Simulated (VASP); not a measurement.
# In (P-3m1) in VASP: relaxation of cell and atoms with PBE

Aim: the relaxation of cell and atoms of In with PBE.

Everything below comes from runs of VASP 6.6.1. Logs are shortened: lines on timing, memory, paths and dates and some standing lists are left out, and cuts for length are marked.

## 1. The cell of the first run

Symmetry: P-3m1, No. 164, trigonal system. The conventional cell has a = 3.435 Å, b = 3.435 Å, c = 17.972 Å, α = 90.00°, β = 90.00°, γ = 120.00°. Within 4.3 Å of In (site symmetry 3m) lie 12 In at 3.24 to 3.43 Å. In (site symmetry 3m) has 12 In at 3.24 to 3.43 Å within 4.3 Å. In (site symmetry 3m) has 12 In at 3.24 to 3.43 Å within 4.3 Å. Within 4.3 Å of In (site symmetry -3m) lie 12 In at 3.24 to 3.43 Å.

The cell was generated, and may not be a known phase.

## 2. Relaxation of cell and atoms, PBE

The input, INCAR:

```
PREC = Accurate
ENCUT = 600
EDIFF = 1E-6
ISMEAR = 0
SIGMA = 0.1
LREAL = False
LASPH = True
NELM = 80
ALGO = Fast
ISIF = 3
LWAVE = False
LCHARG = False
GGA = PE
IBRION = 2
NSW = 100
EDIFFG = -0.01
```

The input, KPOINTS:

```
regular mesh
0
Gamma
  12 12 2
```

The input, POSCAR:

```
In
1.0
    3.4348019200      0.0000000000      0.0000000000
   -1.7174009600      2.9746257200      0.0000000000
    0.0000000000      0.0000000000     17.9719835600
In
7
Direct
    0.0000000000      0.0000000000      0.7857142900
    0.3333333300      0.6666666700      0.9285714300
    0.6666666700      0.3333333300      0.0714285700
    0.0000000000      0.0000000000      0.2142857100
    0.6666666700      0.3333333300      0.3571428600
    0.0000000000      0.0000000000      0.5000000000
    0.3333333300      0.6666666700      0.6428571400
```

Potentials or basis: VASP PAW PBE potentials, release 64 (In_d).

Launch:

```console
> cat potpaw_PBE.64/In_d/POTCAR > POTCAR
> mpirun -np 1 vasp_std > vasp.out
```

OUTCAR:

```text
PREC = Accurate
   ENCUT = 600
   EDIFF = 1E-6
   ISMEAR = 0
   LREAL = False
   LASPH = True
   NELM = 80
   ISIF = 3
   GGA = PE
   IBRION = 2
   NSW = 100
   EDIFFG = -0.01

 ion  position               nearest neighbor table
   1  0.000  0.000  0.786-   2 3.24   2 3.24   2 3.24   7 3.24   7 3.24   7 3.24
   2  0.333  0.667  0.929-   1 3.24   3 3.24   3 3.24   1 3.24   1 3.24   3 3.24
   3  0.667  0.333  0.071-   4 3.24   2 3.24   2 3.24   4 3.24   4 3.24   2 3.24
   4  0.000  0.000  0.214-   3 3.24   3 3.24   3 3.24   5 3.24   5 3.24   5 3.24
   5  0.667  0.333  0.357-   6 3.24   6 3.24   6 3.24   4 3.24   4 3.24   4 3.24
   6  0.000  0.000  0.500-   5 3.24   7 3.24   5 3.24   7 3.24   5 3.24   7 3.24
   7  0.333  0.667  0.643-   6 3.24   6 3.24   6 3.24   1 3.24   1 3.24   1 3.24

  LATTYP: Found a hexagonal cell.
 ALAT       =     3.4348019200
 C/A-ratio  =     5.2323202265

  Lattice vectors:

 A1 = (   3.4348019200,   0.0000000000,   0.0000000000)
 A2 = (  -1.7174009600,   2.9746257200,   0.0000000000)
 A3 = (   0.0000000000,   0.0000000000,  17.9719835600)

Analysis of symmetry for initial positions (statically):
=====================================================================
 Subroutine PRICEL returns:
 Original cell was already a primitive cell.

 Routine SETGRP: Setting up the symmetry group for a
 hexagonal supercell.

 Subroutine GETGRP returns: Found 12 space group operations
 (whereof 12 operations were pure point group operations)
 out of a pool of 24 trial point group operations.

The static configuration has the point symmetry D_3d.

Analysis of symmetry for dynamics (positions and initial velocities):
=====================================================================
 Subroutine PRICEL returns:
 Original cell was already a primitive cell.

 Routine SETGRP: Setting up the symmetry group for a
 hexagonal supercell.

 Subroutine GETGRP returns: Found 12 space group operations
 (whereof 12 operations were pure point group operations)
 out of a pool of 24 trial point group operations.

The dynamic configuration has the point symmetry D_3d.

 Subroutine INISYM returns: Found 12 space group operations
 (whereof 12 operations are pure point group operations),
 and found     1 'primitive' translations

----------------------------------------------------------------------------------------

                                     Primitive cell

  volume of cell :     183.6243

  direct lattice vectors                    reciprocal lattice vectors
     3.434801920  0.000000000  0.000000000     0.291137604  0.168088374  0.000000000
    -1.717400960  2.974625720  0.000000000     0.000000000  0.336176748  0.000000000
     0.000000000  0.000000000 17.971983560     0.000000000  0.000000000  0.055642161

  length of vectors
     3.434801920  3.434801920 17.971983560     0.336176748  0.336176748  0.055642161

  position of ions in fractional coordinates (direct lattice)
     0.000000000  0.000000000  0.785714290
     0.333333330  0.666666670  0.928571430
     0.666666670  0.333333330  0.071428570
     0.000000000  0.000000000  0.214285710
     0.666666670  0.333333330  0.357142860
     0.000000000  0.000000000  0.500000000
     0.333333330  0.666666670  0.642857140

  ion indices of the primitive-cell ions
   primitive index   ion index
                 1           1
                 2           2
                 3           3
                 4           4
                 5           5
                 6           6
                 7           7

----------------------------------------------------------------------------------------

 KPOINTS: regular mesh

Automatic generation of k-mesh.
 Grid dimensions read from file:
 generate k-points for:   12   12    2

 Generating k-lattice:

  Cartesian coordinates                     Fractional coordinates (reciprocal lattice)
     0.024261467  0.014007364  0.000000000     0.083333333  0.000000000  0.000000000
     0.000000000  0.028014729  0.000000000     0.000000000  0.083333333  0.000000000
     0.000000000  0.000000000  0.027821080     0.000000000  0.000000000  0.500000000

  Length of vectors
     0.028014729  0.028014729  0.027821080

  Shift w.r.t. Gamma in fractional coordinates (k-lattice)
     0.000000000  0.000000000  0.000000000

 Subroutine IBZKPT returns following result:
 ===========================================

 Found     38 irreducible k-points:

 Following reciprocal coordinates:
            Coordinates               Weight
  0.000000  0.000000  0.000000      1.000000
  0.083333  0.000000  0.000000      6.000000
  0.166667  0.000000  0.000000      6.000000
  0.250000  0.000000  0.000000      6.000000
  0.333333  0.000000  0.000000      6.000000
  0.416667  0.000000  0.000000      6.000000
[... 16 lines left out ...]
  0.250000  0.000000  0.500000      6.000000
  0.333333  0.000000  0.500000      6.000000
 [... further k-points ...]
   k-points           NKPTS =     38   k-points in BZ     NKDIM =     38   number of bands    NBANDS=     54
   number of dos      NEDOS =    301   number of ions     NIONS =      7
   total plane-waves  NPLWV = 112896
   dimension x,y,z NGX =    28 NGY =   28 NGZ =  144
   dimension x,y,z NGXF=    56 NGYF=   56 NGZF=  288
   ions per type =               7
   NGX,Y,Z   is equivalent  to a cutoff of  13.55, 13.55, 13.32 a.u.
   NGXF,Y,Z  is equivalent  to a cutoff of  27.10, 27.10, 26.64 a.u.
 SYSTEM =  unknown system
   PREC   = accura    normal or accurate (medium, high low for compatibility)
   ISTART =      0    job   : 0-new  1-cont  2-samecut
   ICHARG =      2    charge: 1-file 2-atom 10-const
   ISPIN  =      1    spin polarized calculation?
   LNONCOLLINEAR =      F non collinear calculations
   LSORBIT =      F    spin-orbit coupling
   LASPH  =      T    aspherical Exc in radial PAW
   ENCUT  =  600.0 eV  44.10 Ry    6.64 a.u.   6.86  6.86 35.89*2*pi/ulx,y,z
   NELM   =     80;   NELMIN=  2; NELMDL= -5     # of ELM steps
   EDIFF  = 0.1E-05   stopping-criterion for ELM
   LREAL  =      F    real-space projection
   EDIFFG = -.1E-01   stopping-criterion for IOM
   NSW    =    100    number of steps for IOM
   IBRION =      2    ionic relax: 0-MD 1-quasi-New 2-CG
   NFREE  =      1    steps in history (QN), initial steepest desc. (CG)
   ISIF   =      3    stress and relaxation
   ISYM   =      2    0-nonsym 1-usesym 2-fastsym
   POTIM  = 0.5000    time-step for ionic-motion
   TEBEG  =    0.0;   TEEND  =   0.0 temperature during run
   PSTRESS=    0.0 pullay stress
   NELECT =      91.0000    total number of electrons
   NUPDOWN=      -1.0000    fix difference up-down
   EMIN   =  10.00;   EMAX   =-10.00  energy-range for DOS
   EFERMI =   0.00;   METHOD = LEGACY
   ISMEAR =     0;   SIGMA  =   0.10  broadening in eV -4-tet -1-fermi 0-gaus
   EFERMI_NEDOS =   21; number of points for ismear=-14 and -15
   IALGO  =     68    algorithm
   IMIX   =      4    mixing-type and parameters
     AMIX     =   0.40;   BMIX     =  1.00
     AMIX_MAG =   1.60;   BMIX_MAG =  1.00
  volume/ion in A,a.u.               =      26.23       177.02
  Fermi-wavevector in a.u.,A,eV,Ry     =   1.295523  2.448184 22.835760  1.678381
  Thomas-Fermi vector in A             =   2.427038
   LORBIT       =      0    0 simple, 1 ext, 2 COOP (PROOUT), +10 PAW based schemes
   GGA     = PE    functional components
   LHFCALC =     F    Hartree Fock is set to
   AEXX    =    0.0000 exact exchange contribution
   IVDW    =     0    specifies the selected vdW correction
   LEPSILON=     F    determine dielectric tensor
   LRPA    =     F    only Hartree local field effects (RPA)
 conjugate gradient relaxation of ions
 non-spin polarized calculation
 RMM-DIIS sequential band-by-band and
 Gauss-broadening in eV      SIGMA  =   0.10
  energy-cutoff  :      600.00
  volume of cell :      183.62
 maximum number of plane-waves:      6172
 NGX is ok and might be reduce to    28
   NGX = 13   NGY = 13   NGZ = 71

--------------------------------------- Ionic step        1  -------------------------------------------

 number of electron      91.0000007 magnetization

 Free energy of the ion-electron system (eV)
  ---------------------------------------------------
  ext. energy  EPLUGINS =         0.00000000
  ---------------------------------------------------
  free energy    TOTEN  =       -17.79253192 eV

  energy without entropy =      -17.77465456  energy(sigma->0) =      -17.78359324

------------------------ aborting loop because EDIFF is reached ----------------------------------------

  FORCE on cell =-STRESS in cart. coord.  units (eV):
  Direction    XX          YY          ZZ          XY          YZ          ZX
  --------------------------------------------------------------------------------------
  -------------------------------------------------------------------------------------
  Total        1.6366139      1.6366139      4.5145988      0.0000000      0.0000000      0.0000000
  in kB       14.2799531     14.2799531     39.3912448      0.0000000      0.0000000      0.0000000
  external PRESSURE =      22.6503836 kB  Pullay stress =       0.0000000 kB
[... 104 lines left out ...]
  FREE ENERGIE OF THE ION-ELECTRON SYSTEM (eV)
  ---------------------------------------------------
  free  energy   TOTEN  =       -17.8892311541 eV

  energy  without entropy=      -17.8726824660  energy(sigma->0) =      -17.88095681

 E-fermi :   6.9090     XC(G=0):  -9.9965

 val. band max:        6.8473341188   @ k =   0.2500   0.2500   0.5000
 cond. band min:       6.9265113150   @ k =   0.2500   0.1667   0.0000
 fundamental gap:      0.0791771961
 Fermi energy:         6.9090449705

 k-point     1 :       0.0000    0.0000    0.0000
  band No.  band energies     occupation
      1      -7.7102      2.00000
      2      -7.7051      2.00000
      3      -7.6783      2.00000
      4      -7.6767      2.00000
      5      -7.6714      2.00000
      6      -7.6714      2.00000
[... 1357 lines left out ...]
     53      11.2876      0.00000
     54      11.3000      0.00000

 [... further k-points ...]

[... ionic steps 4 to 9 ...]

--------------------------------------- Ionic step       10  -------------------------------------------

 number of electron      91.0000015 magnetization

------------------------ aborting loop because EDIFF is reached ----------------------------------------
[... 77 lines left out ...]
--------------------------------------- Ionic step       12  -------------------------------------------

 number of electron      91.0000016 magnetization

 Free energy of the ion-electron system (eV)
  ---------------------------------------------------
  ext. energy  EPLUGINS =         0.00000000
  ---------------------------------------------------
  free energy    TOTEN  =       -17.90900120 eV

  energy without entropy =      -17.89477709  energy(sigma->0) =      -17.90188914

 E-fermi :   6.9541     XC(G=0): -10.0144

 val. band max:        6.8954076228   @ k =   0.2500   0.1667   0.5000
 cond. band min:       6.9777909534   @ k =   0.3333   0.0833   0.0000
 fundamental gap:      0.0823833306
 Fermi energy:         6.9540800236

 k-point     1 :       0.0000    0.0000    0.0000
  band No.  band energies     occupation
      1      -7.6728      2.00000
      2      -7.6680      2.00000
      3      -7.6416      2.00000
      4      -7.6403      2.00000
      5      -7.6309      2.00000
      6      -7.6309      2.00000
[... 1357 lines left out ...]
     53      11.3771      0.00000
     54      11.3893      0.00000

 [... further k-points ...]

------------------------ aborting loop because EDIFF is reached ----------------------------------------

  FORCE on cell =-STRESS in cart. coord.  units (eV):
  Direction    XX          YY          ZZ          XY          YZ          ZX
  --------------------------------------------------------------------------------------
  -------------------------------------------------------------------------------------
  Total       -0.0121424     -0.0121424      0.0576684      0.0000000     -0.0000000     -0.0000000
  in kB       -0.1009665     -0.1009665      0.4795249      0.0000000     -0.0000000     -0.0000000
  external PRESSURE =       0.0925306 kB  Pullay stress =       0.0000000 kB
[... 22 lines left out ...]
  FREE ENERGIE OF THE ION-ELECTRON SYSTEM (eV)
  ---------------------------------------------------
  free  energy   TOTEN  =       -17.9090012006 eV

  energy  without entropy=      -17.8947770867  energy(sigma->0) =      -17.90188914

 reached required accuracy - stopping structural energy minimisation
```

Wall time 72 min (1 thread of Oxide Virtual Turin-like, shared host); peak memory 0.53 GiB.

Results:

```yaml
Free_energy: -17.9090 eV
Relaxed_volume: 27.53 Å³/atom
Relaxed_cell: a = 3.420 Å, b = 3.420 Å, c = 19.025 Å, α = 90.00°, β = 90.00°, γ = 120.00°
Space_group_after_relaxing_to_0.1_Å: P-3m1 (No. 164)
Energy_gained_by_relaxing: 16.6 meV/atom
Ionic_steps: 12
Pressure_after_relaxing: 0.0 GPa
Largest_force_after_relaxing: 0.008 eV/Å
Band_gap_on_the_k_mesh: zero (an odd number of electrons rules out a gap without spin polarisation)
```

Forces in eV/Å, atoms in the order of the input:
```
In   0.000  0.000 -0.008
In   0.000  0.000 -0.007
In   0.000  0.000  0.007
In   0.000  0.000  0.008
In   0.000  0.000 -0.004
In   0.000  0.000  0.000
In   0.000  0.000  0.004
```

Step by step:
```
step  energy change (eV)  largest force (eV/Å)  pressure (GPa)  volume (Å³)
   1              0.0000                0.0147            2.27       183.62
   2             -0.0953                0.0287            0.05       193.63
   3             -0.0967                0.0303           -0.15       195.43
   4             -0.0961                0.0310           -0.39       196.12
   5             -0.0966                0.0311           -0.39       195.68
   6             -0.1050                0.0249           -0.30       194.97
   7             -0.1158                0.0122           -0.07       193.42
   8             -0.0917                0.0138            0.50       190.13
   9             -0.1164                0.0117           -0.02       192.87
  10             -0.1164                0.0128           -0.04       193.01
  11             -0.1164                0.0143           -0.06       193.07
  12             -0.1165                0.0083            0.01       192.68
```

Final structure:
```
CELL_PARAMETERS angstrom
3.41971 0.00000 0.00000
-1.70985 2.96155 0.00000
0.00000 0.00000 19.02516
ATOMIC_POSITIONS crystal
In 0.00000 0.00000 0.78550
In 0.33333 0.66667 0.92815
In 0.66667 0.33333 0.07185
In 0.00000 0.00000 0.21450
In 0.66667 0.33333 0.35699
In 0.00000 0.00000 0.50000
In 0.33333 0.66667 0.64301
```

Caveat: spin-orbit coupling is left out, which moves the levels of the heavy elements.

The gap in the log of VASP goes by the Fermi energy; the results here count the filled bands.